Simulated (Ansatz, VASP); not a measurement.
**Gd: VASP beside Ansatz**

```
Gd
1.0
     3.70731    0.00000    0.00000
    -1.85366    3.21063    0.00000
     0.00000    0.00000    5.89601
Gd
2
Direct
  0.66667 0.33333 0.75000
  0.33333 0.66667 0.25000
```

Alike in both runs: task single point; functional r2SCAN; k mesh 8 × 8 × 5; occupations fermi-dirac, width 0.05 eV; collinear spin.

```csv
,VASP,Ansatz
version,VASP 6.6.1,Ansatz 0.2.0
potentials or method,"VASP PAW PBE potentials, release 64 (Gd)",Ansatz PAW
plane-wave cutoff (eV),520,500
valence electrons in the cell,36,36
```

|  | VASP | Ansatz | Ansatz less VASP |
| --- | --- | --- | --- |
| gap on the k mesh at the Fermi level (eV) | none | none | - |
| pressure (GPa) | -1.4 | -1.3 | +0.06 |
| traceless stress, the component that is largest in VASP (GPa) | 0.77 | 0.76 | -0.012 |
| net moment per atom (μB) | 7.94 | 7.94 | +0.003 |
| size of the moment on the site where the two differ most (μB) | 7.08 | 7.59 | +0.508 |

VASP's potentials were made for PBE, not for r2SCAN. Site moments also hang on the region over which each program counts them. A gap of «none» marks a metal or a gap that the smearing closes.

Neither program's run includes spin-orbit coupling. Noted on Ansatz's run: the magnetic or orbital state may not be the lowest.
